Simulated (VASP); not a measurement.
# Al3Pd (Pm-3m) in VASP: notebook

Aim: see how the results for Al3Pd move with the level of theory and the settings. Levels: LDA, PBE. Tasks: single point.

All numbers are computed with VASP 6.6.1; they aren't measurements. Logs are shortened: lines on timing, memory, paths and dates and some standing lists are left out, and cuts for length are marked.

## Step 1: The cell of the first run

The structure is cubic, space group Pm-3m (No. 221). Conventional cell: a = 3.947 Å, b = 3.947 Å, c = 3.947 Å, α = 90.00°, β = 90.00°, γ = 90.00°. Pd (site symmetry m-3m) has 12 Al at 2.79 Å within 3.7 Å. Al (site symmetry 4/mmm) has 4 Pd at 2.79 Å and 8 Al at 2.79 Å within 3.7 Å.

## Step 2: Single point, LDA

The input, INCAR:

```
ALGO = Normal
EDIFF = 1E-6
ENCUT = 500
GGA = CA
GGA_COMPAT = F
ISIF = 2
ISMEAR = -1
LASPH = T
LCHARG = T
LELF = T
LREAL = F
LVHAR = T
LWAVE = F
NBANDS = 18
NELM = 120
PREC = Accurate
SIGMA = 0.05
```

The input, KPOINTS:

```
k-points
0
Gamma
  7 7 7
```

The input, POSCAR:

```
Al3Pd
1.0
    3.9469100000      0.0000000000      0.0000000000
    0.0000000000      3.9469100000      0.0000000000
    0.0000000000      0.0000000000      3.9469100000
Pd Al
1 3
Direct
    0.0000000000      0.0000000000      0.0000000000
    0.5000000000      0.5000000000      0.0000000000
    0.5000000000      0.0000000000      0.5000000000
    0.0000000000      0.5000000000      0.5000000000
```

Potentials or basis: VASP PAW LDA potentials, release 64 (Pd, Al).

On the command line:

```sh
> cat potpaw_LDA.64/Pd/POTCAR potpaw_LDA.64/Al/POTCAR > POTCAR
> mpirun -np 1 vasp_std > vasp.out
```

OUTCAR:

```text
EDIFF = 1E-6
   ENCUT = 500
   GGA = CA
   ISIF = 2
   ISMEAR = -1
   LASPH = T
   LREAL = F
   NELM = 120
   PREC = Accurate

 ion  position               nearest neighbor table
   1  0.000  0.000  0.000-   2 2.79   3 2.79   4 2.79   3 2.79   4 2.79   2 2.79   4 2.79   4 2.79
                             2 2.79   3 2.79   3 2.79   2 2.79
   2  0.500  0.500  0.000-   1 2.79   3 2.79   4 2.79   3 2.79   4 2.79   1 2.79   3 2.79   3 2.79
                             1 2.79   4 2.79   4 2.79   1 2.79
   3  0.500  0.000  0.500-   1 2.79   2 2.79   4 2.79   1 2.79   2 2.79   2 2.79   4 2.79   2 2.79
                             1 2.79   4 2.79   1 2.79   4 2.79
   4  0.000  0.500  0.500-   1 2.79   2 2.79   3 2.79   1 2.79   2 2.79   1 2.79   3 2.79   1 2.79
                             2 2.79   3 2.79   2 2.79   3 2.79

  LATTYP: Found a simple cubic cell.
 ALAT       =     3.9469100000

  Lattice vectors:

 A1 = (   3.9469100000,   0.0000000000,   0.0000000000)
 A2 = (   0.0000000000,   3.9469100000,   0.0000000000)
 A3 = (   0.0000000000,   0.0000000000,   3.9469100000)

Analysis of symmetry for initial positions (statically):
=====================================================================
 Subroutine PRICEL returns:
 Original cell was already a primitive cell.

 Routine SETGRP: Setting up the symmetry group for a
 simple cubic supercell.

 Subroutine GETGRP returns: Found 48 space group operations
 (whereof 48 operations were pure point group operations)
 out of a pool of 48 trial point group operations.

The static configuration has the point symmetry O_h .

Analysis of symmetry for dynamics (positions and initial velocities):
=====================================================================
 Subroutine PRICEL returns:
 Original cell was already a primitive cell.

 Routine SETGRP: Setting up the symmetry group for a
 simple cubic supercell.

 Subroutine GETGRP returns: Found 48 space group operations
 (whereof 48 operations were pure point group operations)
 out of a pool of 48 trial point group operations.

The dynamic configuration has the point symmetry O_h .

 Subroutine INISYM returns: Found 48 space group operations
 (whereof 48 operations are pure point group operations),
 and found     1 'primitive' translations

----------------------------------------------------------------------------------------

[... 90 lines left out ...]
   NELM   =    120;   NELMIN=  2; NELMDL= -5     # of ELM steps
   EDIFF  = 0.1E-05   stopping-criterion for ELM
   LREAL  =      F    real-space projection
   EDIFFG = 0.1E-04   stopping-criterion for IOM
   NSW    =      0    number of steps for IOM
   IBRION =     -1    ionic relax: 0-MD 1-quasi-New 2-CG
   NFREE  =      0    steps in history (QN), initial steepest desc. (CG)
   ISIF   =      2    stress and relaxation
   ISYM   =      2    0-nonsym 1-usesym 2-fastsym
   POTIM  = 0.5000    time-step for ionic-motion
   TEBEG  =    0.0;   TEEND  =   0.0 temperature during run
   PSTRESS=    0.0 pullay stress
   NELECT =      19.0000    total number of electrons
   NUPDOWN=      -1.0000    fix difference up-down
   EMIN   =  10.00;   EMAX   =-10.00  energy-range for DOS
   EFERMI =   0.00;   METHOD = LEGACY
   ISMEAR =    -1;   SIGMA  =   0.05  broadening in eV -4-tet -1-fermi 0-gaus
   EFERMI_NEDOS =   21; number of points for ismear=-14 and -15
   IALGO  =     38    algorithm
   IMIX   =      4    mixing-type and parameters
     AMIX     =   0.40;   BMIX     =  1.00
     AMIX_MAG =   1.60;   BMIX_MAG =  1.00
  volume/ion in A,a.u.               =      15.37       103.73
  Fermi-wavevector in a.u.,A,eV,Ry     =   1.106799  2.091547 16.667195  1.225004
  Thomas-Fermi vector in A             =   2.243305
   LORBIT       =      0    0 simple, 1 ext, 2 COOP (PROOUT), +10 PAW based schemes
   GGA     = CA    functional components
   LHFCALC =     F    Hartree Fock is set to
   AEXX    =    0.0000 exact exchange contribution
   IVDW    =     0    specifies the selected vdW correction
   LEPSILON=     F    determine dielectric tensor
   LRPA    =     F    only Hartree local field effects (RPA)
 non-spin polarized calculation
  energy-cutoff  :      500.00
  volume of cell :       61.49
 maximum number of plane-waves:      1573
 NGX is ok and might be reduce to    30
   NGX = 15   NGY = 15   NGZ = 15

 number of electron      19.0000003 magnetization

 Free energy of the ion-electron system (eV)
  ---------------------------------------------------
  ext. energy  EPLUGINS =         0.00000000
  ---------------------------------------------------
  free energy    TOTEN  =       -20.43295383 eV

  energy without entropy =      -20.40828663  energy(sigma->0) =      -20.42062023

 E-fermi :   9.1197     XC(G=0): -11.2616

 val. band max:        9.0953146080   @ k =   0.2857   0.2857   0.0000
 cond. band min:       9.1596230948   @ k =   0.2857   0.2857   0.2857
 fundamental gap:      0.0643084868
 Fermi energy:         9.1196760328

 k-point     1 :       0.0000    0.0000    0.0000
  band No.  band energies     occupation
      1      -1.9588      2.00000
      2       4.0376      2.00000
      3       4.0376      2.00000
      4       5.3915      2.00000
      5       5.3915      2.00000
      6       5.3915      2.00000
[... 397 lines left out ...]
      5       4.9060      2.00000
      6       5.1602      2.00000
[... 10 lines left out ...]
     17      20.5370      0.00000
     18      20.5379      0.00000

------------------------ aborting loop because EDIFF is reached ----------------------------------------

  FORCE on cell =-STRESS in cart. coord.  units (eV):
  Direction    XX          YY          ZZ          XY          YZ          ZX
  --------------------------------------------------------------------------------------
  -------------------------------------------------------------------------------------
  Total       -1.7672193     -1.7672193     -1.7672193      0.0000000     -0.0000000      0.0000000
  in kB      -46.0499716    -46.0499716    -46.0499716      0.0000000     -0.0000000      0.0000000
  external PRESSURE =     -46.0499716 kB  Pullay stress =       0.0000000 kB

 VOLUME and BASIS-vectors are now :
 -----------------------------------------------------------------------------
  energy-cutoff  :      500.00
  volume of cell :       61.49
      direct lattice vectors                 reciprocal lattice vectors
     3.946910000  0.000000000  0.000000000     0.253362757  0.000000000  0.000000000
     0.000000000  3.946910000  0.000000000     0.000000000  0.253362757  0.000000000
     0.000000000  0.000000000  3.946910000     0.000000000  0.000000000  0.253362757

 POSITION                                       TOTAL-FORCE (eV/Angst)
 -----------------------------------------------------------------------------------
      0.00000      0.00000      0.00000         0.000000      0.000000      0.000000
      1.97345      1.97345      0.00000         0.000000      0.000000      0.000000
      1.97345      0.00000      1.97345         0.000000      0.000000      0.000000
      0.00000      1.97345      1.97345         0.000000      0.000000      0.000000
 -----------------------------------------------------------------------------------
    total drift:                                0.000000     -0.000000      0.000000

  FREE ENERGIE OF THE ION-ELECTRON SYSTEM (eV)
  ---------------------------------------------------
  free  energy   TOTEN  =       -20.4329538341 eV

  energy  without entropy=      -20.4082866278  energy(sigma->0) =      -20.42062023
```

OSZICAR:

```text
N       E                     dE             d eps       ncg     rms          rms(c)
DAV:   1     0.515015216730E+02    0.51502E+02   -0.69525E+03   720   0.832E+02
DAV:   2    -0.190887483773E+02   -0.70590E+02   -0.65031E+02   824   0.164E+02
DAV:   3    -0.210151970106E+02   -0.19264E+01   -0.18859E+01   950   0.254E+01
DAV:   4    -0.210294885975E+02   -0.14292E-01   -0.14287E-01   822   0.248E+00
DAV:   5    -0.210296882471E+02   -0.19965E-03   -0.19964E-03   896   0.285E-01    0.813E+00
DAV:   6    -0.207520781916E+02    0.27761E+00   -0.35434E+00   760   0.186E+01    0.506E+00
DAV:   7    -0.204736856461E+02    0.27839E+00   -0.67227E-01   740   0.996E+00    0.233E+00
DAV:   8    -0.204391151031E+02    0.34571E-01   -0.72883E-02   790   0.143E+00    0.591E-01
DAV:   9    -0.204331548213E+02    0.59603E-02   -0.13053E-02   786   0.122E+00    0.191E-01
DAV:  10    -0.204329551978E+02    0.19962E-03   -0.79565E-04   796   0.184E-01    0.738E-02
DAV:  11    -0.204329552925E+02   -0.94739E-07   -0.26911E-05   854   0.329E-02    0.310E-02
DAV:  12    -0.204329538517E+02    0.14408E-05   -0.41149E-06   782   0.105E-02    0.214E-03
DAV:  13    -0.204329538341E+02    0.17631E-07   -0.15350E-07   418   0.241E-03
   1 F= -.20432954E+02 E0= -.20420620E+02  d E =-.246672E-01
```

Run time: 31 s. Hardware: 1 thread of Intel Xeon 8259CL, shared host; peak memory 0.16 GiB.

What came out:

- Free energy: -20.4330 eV
- Pressure: -4.6 GPa
- Band gap on the k mesh: zero (an odd number of electrons rules out a gap without spin polarisation)

Levels at points of the mesh, in eV from the Fermi level:
```tsv
k point	band 6	band 7	band 8	band 9	band 10	band 11	band 12	band 13
(0.00, 0.00, 0.00)	-3.73	-2.32	-2.32	-2.32	0.05	1.71	1.71	5.73
```

Caveat: the cell stands under tension.

## Step 3: Single point, LDA

This run uses another cell than the first one, of 15.68 Å³/atom.

The input, INCAR:

```
ALGO = Normal
EDIFF = 1E-6
ENCUT = 500
GGA = CA
GGA_COMPAT = False
ISIF = 2
ISMEAR = -1
LASPH = True
LCHARG = True
LELF = True
LREAL = False
LVHAR = True
LWAVE = False
NBANDS = 18
NELM = 120
PREC = Accurate
SIGMA = 0.05
```

KPOINTS is that of step 2.

The input, POSCAR:

```
Al3Pd
1.0
    3.9730492386      0.0000000000      0.0000000000
    0.0000000000      3.9730492386      0.0000000000
    0.0000000000      0.0000000000      3.9730492386
Pd Al
1 3
Direct
    0.0000000000      0.0000000000      0.0000000000
    0.5000000000      0.5000000000      0.0000000000
    0.5000000000      0.0000000000      0.5000000000
    0.0000000000      0.5000000000      0.5000000000
```

Potentials or basis: VASP PAW LDA potentials, release 64 (Pd, Al).

On the command line:

```sh
> cat potpaw_LDA.64/Pd/POTCAR potpaw_LDA.64/Al/POTCAR > POTCAR
> mpirun -np 1 vasp_std > vasp.out
```

Run time: 32 s. Hardware: 1 thread of Intel Xeon 8259CL, shared host; peak memory 0.15 GiB.

It converged, with:

| Property | Result |
| --- | --- |
| Free energy | -20.3902 eV |
| Pressure | -6.5 GPa |
| Band gap on the k mesh | zero (an odd number of electrons rules out a gap without spin polarisation) |

Levels at points of the mesh, in eV from the Fermi level:
```csv
k point,band 7,band 8,band 9,band 10,band 11,band 12
"(0.00, 0.00, 0.00)",-2.28,-2.28,-2.28,0.09,1.62,1.62
```

Caveat: the cell stands under tension.

## Step 4: Single point, PBE

This run uses another cell than the first one, of 15.68 Å³/atom.

The input, INCAR:

```
PREC = Accurate
ENCUT = 500
EDIFF = 1E-6
ISMEAR = -1
SIGMA = 0.05
LREAL = False
LASPH = True
NELM = 120
ALGO = Normal
ISIF = 2
LWAVE = False
LCHARG = False
GGA = PE
NBANDS = 18
GGA_COMPAT = False
```

The input, KPOINTS:

```
regular mesh
0
Gamma
  7 7 7
```

POSCAR is that of step 3.

Potentials or basis: VASP PAW PBE potentials, release 64 (Pd, Al).

On the command line:

```sh
> cat potpaw_PBE.64/Pd/POTCAR potpaw_PBE.64/Al/POTCAR > POTCAR
> mpirun -np 1 vasp_std > vasp.out
```

Run time: 30 s. Hardware: 1 thread of Intel Xeon 8259CL, shared host; peak memory 0.17 GiB.

The run converged. Its results:

* Free energy: -17.7908 eV
* Pressure: -0.8 GPa
* Band gap on the k mesh: zero (an odd number of electrons rules out a gap without spin polarisation)

Levels at points of the mesh, in eV from the Fermi level:
| k point | band 7 | band 8 | band 9 | band 10 | band 11 | band 12 |
| --- | --- | --- | --- | --- | --- | --- |
| (0.00, 0.00, 0.00) | -2.31 | -2.31 | -2.31 | 0.08 | 1.64 | 1.64 |

## Step 5: Single point, LDA

This run uses another cell than the first one, of 16.29 Å³/atom.

The input, INCAR:

```
SYSTEM = Al3Pd
ALGO     = Normal         ! electronic algorithm
EDIFF    = 1E-6           ! SCF threshold, eV
ENCUT    = 500            ! plane-wave cutoff, eV
GGA      = CA             ! functional
GGA_COMPAT= .FALSE.      
ISIF     = 2              ! what is computed and relaxed
ISMEAR   = -1             ! smearing method
LASPH    = .TRUE.         ! aspherical terms in the spheres
LCHARG   = .FALSE.        ! write CHGCAR
LREAL    = .FALSE.        ! projectors in reciprocal space
LWAVE    = .FALSE.        ! write WAVECAR
NBANDS   = 18             ! bands
NELM     = 120            ! most SCF steps
PREC     = Accurate       ! precision mode
SIGMA    = 0.05           ! smearing width, eV
```

The input, KPOINTS:

```
k-points
0
G
  7 7 7
  0 0 0
```

The input, POSCAR:

```
Al3Pd
1.0
    4.0243200449      0.0000000000      0.0000000000
    0.0000000000      4.0243200449      0.0000000000
    0.0000000000      0.0000000000      4.0243200449
Pd Al
1 3
Direct
    0.0000000000      0.0000000000      0.0000000000
    0.5000000000      0.5000000000      0.0000000000
    0.5000000000      0.0000000000      0.5000000000
    0.0000000000      0.5000000000      0.5000000000
```

Potentials or basis: VASP PAW LDA potentials, release 64 (Pd, Al).

On the command line:

```sh
> cat potpaw_LDA.64/Pd/POTCAR potpaw_LDA.64/Al/POTCAR > POTCAR
> mpirun -np 1 vasp_std > vasp.out
```

Wall time 28 s (1 thread of Intel Xeon 8259CL, shared host); peak memory 0.16 GiB.

Results (log left out):

- Free energy: -20.2643 eV
- Pressure: -9.8 GPa
- Band gap on the k mesh: zero (an odd number of electrons rules out a gap without spin polarisation)

Levels at points of the mesh, in eV from the Fermi level:
```tsv
k point	band 7	band 8	band 9	band 10	band 11	band 12
(0.00, 0.00, 0.00)	-2.19	-2.19	-2.19	0.17	1.44	1.44
```

Caveat: the cell stands under tension.

## Step 6: Summary

```csv
level,potentials or basis,cell,gap on the mesh (eV),pressure (GPa)
LDA,"VASP PAW LDA potentials, release 64 (Pd, Al)","a = 3.947 Å, 4 atoms",none,-4.6
LDA,"VASP PAW LDA potentials, release 64 (Pd, Al)","a = 3.973 Å, 4 atoms",none,-6.5
PBE,"VASP PAW PBE potentials, release 64 (Pd, Al)","a = 3.973 Å, 4 atoms",none,-0.8
LDA,"VASP PAW LDA potentials, release 64 (Pd, Al)","a = 4.024 Å, 4 atoms",none,-9.8
```

Alike in all rows: task single point; no spin polarisation; k mesh 7 × 7 × 7; cutoff (eV) 500; smearing fermi-dirac 0.05 eV.

Caveats: the cell stands under tension (at least some runs).

Total energies depend on the potentials used, so only differences within one code and one set of settings carry meaning.

The gap in the log of VASP goes by the Fermi energy; the results here count the filled bands.